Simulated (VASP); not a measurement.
A run of VASP 6.6.1:

File INCAR:

```
PREC = Accurate
ENCUT = 500
EDIFF = 1E-6
ISMEAR = 1
SIGMA = 0.2
LREAL = False
LASPH = True
NELM = 200
ALGO = Normal
ISIF = 2
LWAVE = False
LCHARG = False
ISPIN = 2
MAGMOM = 2 0
LORBIT = 11
LMAXMIX = 4
GGA = PS
NBANDS = 18
GGA_COMPAT = False
```

File KPOINTS:

```
Automatic mesh
0
Gamma
  7 7 7
```

POSCAR

```
VH
1.0
    0.0000000000      1.9637535000      1.9637535000
    1.9637535000      0.0000000000      1.9637535000
    1.9637535000      1.9637535000      0.0000000000
V H
1 1
Direct
    0.0000000000      0.0000000000      0.0000000000
    0.5000000000      0.5000000000      0.5000000000
```

Potentials or basis: VASP PAW PBE potentials, release 64 (V_sv, H).

Launch:

```console
$ cat potpaw_PBE.64/V_sv/POTCAR potpaw_PBE.64/H/POTCAR > POTCAR
$ mpirun -np 1 vasp_std > vasp.out
```

Hardware: 1 thread of Intel Xeon 8259CL (shared host).

Task: How long does it take, and how much memory?

Result: Wall time 11 s on 1 thread of Intel Xeon 8259CL, with other jobs on the host, peak memory 0.13 GiB. Counts: scf iterations 13, k points 20.
